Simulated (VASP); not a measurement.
Crystal: Li2O (fluorite type).

```
CELL_PARAMETERS angstrom
0.00000 2.55533 2.55533
2.55533 0.00000 2.55533
2.55533 2.55533 0.00000
ATOMIC_POSITIONS crystal
O 0.00000 0.00000 0.00000
Li 0.25000 0.25000 0.25000
Li 0.75000 0.75000 0.75000
```

```yaml
Program: VASP 6.6.1
Task: relaxation of cell and atoms
Functional: PBE
Potentials_or_basis: VASP PAW PBE potentials, release 64 (O, Li_sv)
Cutoff: 750 eV
k_mesh: 12 × 12 × 12
Occupations: fermi-dirac, width 0.03 eV
Spin: no spin polarisation
```

At the start: pressure -13.6 GPa; volume 11.12 Å³/atom.

Q: How do energy, volume and symmetry change on relaxing?

A: Over 5 steps the energy falls by 154.9 meV/atom and the volume is 8.25 Å³/atom (-25.8 %); space group Fm-3m (No. 225, to 0.05 Å).

Step by step:
| step | energy change (eV) | largest force (eV/Å) | pressure (GPa) | volume (Å³) |
| --- | --- | --- | --- | --- |
| 1 | 0.0000 | 0.0000 | -13.63 | 33.37 |
| 2 | -0.3225 | 0.0000 | -9.45 | 29.01 |
| 3 | -0.4574 | 0.0000 | -2.62 | 25.63 |
| 4 | -0.4644 | 0.0000 | 0.54 | 24.59 |
| 5 | -0.4647 | 0.0000 | -0.02 | 24.76 |

Final structure:
```cif
data_structure
_symmetry_space_group_name_H-M 'P 1'
_symmetry_Int_Tables_number 1
_cell_length_a 3.2718
_cell_length_b 3.2718
_cell_length_c 3.2718
_cell_angle_alpha 60.000
_cell_angle_beta 60.000
_cell_angle_gamma 60.000
_cell_volume 24.76
loop_
_atom_site_label
_atom_site_type_symbol
_atom_site_fract_x
_atom_site_fract_y
_atom_site_fract_z
_atom_site_occupancy
O1 O 0.00000 0.00000 0.00000 1
Li1 Li 0.25000 0.25000 0.25000 1
Li2 Li 0.75000 0.75000 0.75000 1
```

Caveat: the volume moved by over 15 % at a fixed basis, so the end points are rough.
